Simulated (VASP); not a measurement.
A run of VASP 6.6.1 is set up as follows.

INCAR

```
PREC     = Accurate       # precision mode
ENCUT    = 520            # plane-wave cutoff, eV
EDIFF    = 1E-8           # SCF threshold, eV
ISMEAR   = -1             # smearing method
SIGMA    = 0.08           # smearing width, eV
LREAL    = False          # projectors in reciprocal space
LASPH    = True           # aspherical terms in the spheres
NELM     = 60             # most SCF steps
ALGO     = Normal         # electronic algorithm
ISIF     = 2              # what is computed and relaxed
LWAVE    = False          # write WAVECAR
LCHARG   = False          # write CHGCAR
GGA      = CA             # functional
LEFG     = True         
NBANDS   = 18             # bands
```

File KPOINTS:

```
regular mesh
0
Gamma
  12 12 7
```

Contents of POSCAR:

```
Y
1.0
    3.6636305529      0.0000000000      0.0000000000
   -1.8318152764      3.1727971289      0.0000000000
    0.0000000000      0.0000000000      5.7664944924
Y
2
Direct
    0.3333333333      0.6666666667      0.2500000000
    0.6666666667      0.3333333333      0.7500000000
```

Potentials or basis: VASP PAW LDA potentials, release 64 (Y_sv).

Run with:

```sh
$ cat potpaw_LDA.64/Y_sv/POTCAR > POTCAR
$ mpirun -np 1 vasp_std > vasp.out
```

Question: What does it give for the pressure?

Answer: -4.3 GPa.

Question: What does it give for the band gap on the k mesh?

Answer: Zero (band 11 reaches 3.62 eV, above the bottom of band 12 at 2.32 eV).

Stress tensor (GPa, compression positive):
```
-4.12  0.00  0.00
 0.00 -4.12  0.00
 0.00  0.00 -4.71
```

Caveat: without QUAD_EFG the Cq values of the log hold for a quadrupole moment of 1 mb, not for the nuclei.
